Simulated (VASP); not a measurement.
Runs of VASP 6.6.1 on AlH6. The structure is that of space group P6/mmm (No. 191), or close to it. The cells are those of the table. The cell was built from a structure type or drawn by symmetry, and may not be a known phase.

| task | cell | k mesh | cutoff (eV) | gap on the mesh (eV) | pressure (GPa) | relaxed volume (Å³/atom) |
| --- | --- | --- | --- | --- | --- | --- |
| relaxation of cell and atoms | relaxed from a = 3.715, b = 3.715, c = 4.827 Å, angles 90.0, 90.0, 120.0°, 7 atoms | 6 × 6 × 4 | 600 | none | 0.3 | (a) |
| single point | a = 3.715, b = 3.715, c = 4.827 Å, angles 90.0, 90.0, 120.0°, 7 atoms | 6 × 6 × 4 | 520 | none | -9.5 | - |
| relaxation of cell and atoms | relaxed from a = 3.561, b = 3.561, c = 3.794 Å, angles 90.0, 90.0, 120.0°, 7 atoms | 12 × 12 × 10 | 600 | none | 0.1 | 5.81 |
| single point | a = 3.561, b = 3.561, c = 3.794 Å, angles 90.0, 90.0, 120.0°, 7 atoms | 6 × 6 × 6 | 520 | none | (b) | - |
| single point | a = 3.615, b = 3.615, c = 3.607 Å, angles 90.0, 90.0, 120.0°, 7 atoms | 12 × 12 × 10 | 520 | none | -0.3 | - |
| relaxation of cell and atoms | relaxed from a = 3.580, b = 3.580, c = 3.727 Å, angles 90.0, 90.0, 120.0°, 7 atoms | 6 × 6 × 6 | 600 | none | 0.6 | - |
| single point | a = 3.580, b = 3.580, c = 3.727 Å, angles 90.0, 90.0, 120.0°, 7 atoms | 6 × 6 × 4 | 520 | none | -0.6 | - |

Alike in all rows: level PBE; potentials or basis VASP PAW PBE potentials, release 64 (Al, H); no spin polarisation; smearing gaussian 0.1 eV.

**Question.** Fill in the values left out.

**Answer.** (a) 5.85; (b) -0.2.

Caveats: some runs use coarse meshes; the volume moved by over 15 % at a fixed basis, so the end points are rough (at least some runs); the cell stands under tension (at least some runs).

A gap of «none» marks levels without a gap at the run's occupations.
